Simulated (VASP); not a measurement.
A run of VASP 6.6.1:

File INCAR:

```
ALGO     = Normal         # electronic algorithm
EDIFF    = 1E-6           # SCF threshold, eV
ENCUT    = 520            # plane-wave cutoff, eV
GGA      = PS             # functional
ISIF     = 2              # what is computed and relaxed
ISMEAR   = 0              # smearing method
LASPH    = True           # aspherical terms in the spheres
LCHARG   = False          # write CHGCAR
LREAL    = False          # projectors in reciprocal space
LWAVE    = False          # write WAVECAR
NBANDS   = 14             # bands
NELM     = 100            # most SCF steps
PREC     = Accurate       # precision mode
SIGMA    = 0.05           # smearing width, eV
```

KPOINTS

```
k-points
0
Gamma
  8 8 8
```

File POSCAR:

```
NaF
1.0
    0.0000000000      2.3233000000      2.3233000000
    2.3233000000      0.0000000000      2.3233000000
    2.3233000000      2.3233000000      0.0000000000
Na F
1 1
Direct
    0.0000000000      0.0000000000      0.0000000000
    0.4784788878      0.4784788878      0.5215211122
```

Potentials or basis: VASP PAW PBE potentials, release 64 (Na_pv, F).

Command:

```bash
$ cat potpaw_PBE.64/Na_pv/POTCAR potpaw_PBE.64/F/POTCAR > POTCAR
$ mpirun -np 1 vasp_std > vasp.out
```

Hardware: 1 thread of AMD EPYC 7R13 Processor (Zen 3), with other jobs on the host.

**Question.** How long does it take, and how much memory?

**Answer.** Run time: 21 s on 1 thread of AMD EPYC 7R13 Processor (Zen 3), on a shared host, peak memory 0.11 GiB. Counts: scf iterations 12, k points 59.
